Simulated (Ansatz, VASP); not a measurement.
# Two plane-wave programs on C3N4

```
CELL_PARAMETERS angstrom
2.36252 1.36400 3.06970
-2.36252 1.36400 3.06970
0.00000 -2.72800 3.06970
ATOMIC_POSITIONS crystal
C 0.49074 0.49074 0.01803
C 0.49074 0.01803 0.49074
C 0.01803 0.49074 0.49074
N 0.66001 0.17003 0.17003
N 0.17003 0.17003 0.66001
N 0.66542 0.66542 0.66542
N 0.17003 0.66001 0.17003
```

Alike in both runs: task electric field gradients; functional LDA; k mesh 6 × 6 × 6; no spin polarisation.

|  | VASP | Ansatz |
| --- | --- | --- |
| version | VASP 6.6.1 | Ansatz 0.2.0 |
| potentials or method | VASP PAW LDA potentials, release 64 (C, N), cutoff 520 eV | scalar-relativistic, plane waves, PAW |
| occupations | gaussian, width 0.01 eV | fixed |
| valence electrons in the cell | 32 | 32 |

```tsv
	VASP	Ansatz	Ansatz less VASP
gap on the k mesh at the Fermi level (eV)	0.99	1.03	+0.033
least direct gap on the mesh (eV)	0.99	1.03	+0.033
pressure (GPa)	1.2	0.0	-1.20
traceless stress, the component that is largest in VASP (GPa)	-1.44	0.00	+1.446
rms of the force components (eV/Å)	0.051	0.000	-0.0510
size of Vzz on the site where it differs most (V/Å²)	26.6	19.4	-7.17
```

LDA's correlation is that of Perdew and Zunger in VASP and of Perdew and Wang (1992) in Ansatz. Atom by atom the forces differ by 0.051 eV/Å (rms over components).
